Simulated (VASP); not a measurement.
Write the native input for VASP 6.6.1 that does the following.

```yaml
Task: single point
Functional: r2SCAN
Potentials_or_basis: VASP PAW PBE potentials, release 64 (N, Ga_d, As)
Cutoff: 520 eV
k_mesh: 4 × 4 × 4
Occupations: fermi-dirac, width 0.02 eV
Spin: no spin polarisation
Dipole_correction: no
Further_INCAR_settings: ALGO = Normal; EDIFF = 1e-06; NBANDS = 46
```

Crystal: Ga4AsN3.

```
N Ga As
1.0
     4.75179    0.00000    0.00000
     0.00000    4.75179    0.00000
     0.00000    0.00000    4.75179
N Ga As
3 4 1
Direct
  0.50000 0.00000 0.00000
  0.00000 0.50000 0.00000
  0.00000 0.00000 0.50000
  0.22699 0.77301 0.77301
  0.77301 0.22699 0.77301
  0.77301 0.77301 0.22699
  0.22699 0.22699 0.22699
  0.50000 0.50000 0.50000
```

This cell differs from its parent crystal: volume changed by -3%.

One way to write it, as run:

POSCAR

```
Ga4AsN3
1.0
    4.7517943168      0.0000000000      0.0000000000
    0.0000000000      4.7517943168      0.0000000000
    0.0000000000      0.0000000000      4.7517943168
N Ga As
3 4 1
Direct
    0.5000000000      0.0000000000      0.0000000000
    0.0000000000      0.5000000000      0.0000000000
    0.0000000000      0.0000000000      0.5000000000
    0.2269913527      0.7730086473      0.7730086473
    0.7730086473      0.2269913527      0.7730086473
    0.7730086473      0.7730086473      0.2269913527
    0.2269913527      0.2269913527      0.2269913527
    0.5000000000      0.5000000000      0.5000000000
```

INCAR.step1

```
SYSTEM = Ga4AsN3
  ALGO = Normal
  EDIFF = 1E-4
  ENCUT = 520
  GGA = PE
  ISMEAR = -1
  LASPH = .True.
  LCHARG = .False.
  LREAL = .False.
  LWAVE = .True.
  NBANDS = 46
  NELM = 100
  PREC = Accurate
  SIGMA = 0.02
```

INCAR.step2

```
SYSTEM = Ga4AsN3
  ALGO = Normal
  EDIFF = 1E-6
  ENCUT = 520
  ISIF = 2
  ISMEAR = -1
  ISTART = 1
  LASPH = .True.
  LCHARG = .True.
  LELF = .True.
  LMIXTAU = .True.
  LREAL = .False.
  LVHAR = .True.
  LWAVE = .False.
  METAGGA = R2SCAN
  NBANDS = 46
  NELM = 100
  PREC = Accurate
  SIGMA = 0.02
```

KPOINTS

```
k-points
0
Gamma
  4 4 4
  0 0 0
```

Potentials or basis: VASP PAW PBE potentials, release 64 (N, Ga_d, As).

The run is started by

```console
$ cat potpaw_PBE.64/N/POTCAR potpaw_PBE.64/Ga_d/POTCAR potpaw_PBE.64/As/POTCAR > POTCAR
$ cp INCAR.step1 INCAR
$ mpirun -np 1 vasp_std > vasp.out
$ cp INCAR.step2 INCAR
$ mpirun -np 1 vasp_std > vasp.out
```

Results of the run:

* Pressure: 5.4 GPa
* Largest force: 0.144 eV/Å
* Band gap on the k mesh: zero (filled and empty bands touch)

Caveat: the PAW data sets were made with another functional, which shifts forces and pressure a little.

Run time: 2.4 min on 1 thread of Intel(R) Xeon(R) Platinum 8375C CPU @ 2.90GHz (Ice Lake), with other jobs on the host, peak memory 0.23 GiB.
